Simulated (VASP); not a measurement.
## Ti9O: single point with PBE

System: Ti9O, a slab with vacuum.

```
Ti O
1.0
     2.83197    0.00000    0.00000
     0.00000    7.93166    0.00000
     0.00000    0.00000   19.92688
Ti O
9 1
Direct
  0.00000 0.50000 0.20073
  0.50000 0.16667 0.20073
  0.50000 0.83333 0.20073
  0.00000 0.00000 0.31221
  0.50000 0.66849 0.31087
  0.50000 0.33151 0.31087
  0.00000 0.50000 0.41776
  0.50000 0.16664 0.42289
  0.50000 0.83336 0.42289
  0.50000 0.16664 0.50597
```

```
Program                : VASP 6.6.1
Task                   : single point
Functional             : PBE
Potentials or basis    : VASP PAW PBE potentials, release 64 (Ti_sv, O)
Cutoff                 : 520 eV
k mesh                 : 9 × 4 × 1
Occupations            : gaussian, width 0.1 eV
Spin                   : no spin polarisation
Dipole correction      : yes
Further INCAR settings : ALGO = Normal; EDIFF = 1e-07; NBANDS = 68
```

* Largest force: 0.678 eV/Å
* Band gap on the k mesh: zero (bands 57 and 58 overlap by 0.21 eV)

Forces on the atoms (eV/Å):
```
Ti   0.000 -0.015  0.226
Ti   0.000  0.031  0.070
Ti   0.000 -0.039 -0.077
Ti   0.000 -0.485 -0.473
Ti   0.000 -0.230 -0.213
Ti   0.000  0.535 -0.381
Ti   0.000  0.255  0.063
Ti   0.000  0.540  0.075
Ti   0.000 -0.276  0.437
O    0.000 -0.316  0.274
```

Levels at points of the mesh, in eV from the Fermi level:
| k point | band 53 | band 54 | band 55 | band 56 | band 57 | band 58 | band 59 | band 60 | band 61 | band 62 |
| --- | --- | --- | --- | --- | --- | --- | --- | --- | --- | --- |
| (0.00, 0.00, 0.00) | -0.40 | -0.36 | -0.33 | -0.23 | -0.10 | -0.03 | 0.03 | 0.16 | 0.34 | 0.37 |
| (0.00, 0.50, 0.00) | -0.45 | -0.38 | -0.32 | -0.23 | 0.03 | 0.15 | 0.20 | 0.31 | 0.41 | 0.50 |

It took 17 min on 1 thread of AMD EPYC 9R45 96-Core Processor (Zen 5) (shared host), peak memory 0.63 GiB.
